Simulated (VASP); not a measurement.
The system is Pb.

```
CELL_PARAMETERS angstrom
0.00000 2.46796 2.46796
2.46796 0.00000 2.46796
2.46796 2.46796 0.00000
ATOMIC_POSITIONS crystal
Pb 0.00000 0.00000 0.00000
```

Base run:

* Program: VASP 6.6.1
* Functional: r2SCAN
* Potentials or basis: VASP PAW PBE potentials, release 64 (Pb_d)
* Cutoff: 550 eV
* k mesh: 9 × 9 × 9
* Occupations: fermi-dirac, width 0.05 eV
* Spin: no spin polarisation

Its results: band gap on the k mesh zero (band 7 reaches 15.13 eV, above the bottom of band 8 at 5.66 eV); pressure 1.6 GPa.

Q: The run is repeated on the same cell with these changes: functional from r2SCAN to PBEsol; cutoff from 550 eV to 500 eV. What comes out?

A: Band gap on the k mesh zero (band 7 reaches 14.68 eV, above the bottom of band 8 at 5.62 eV); pressure -0.3 GPa.

Caveats: the PAW data sets were made with another functional, which shifts forces and pressure a little; spin-orbit coupling is left out, which moves the levels of the heavy elements.
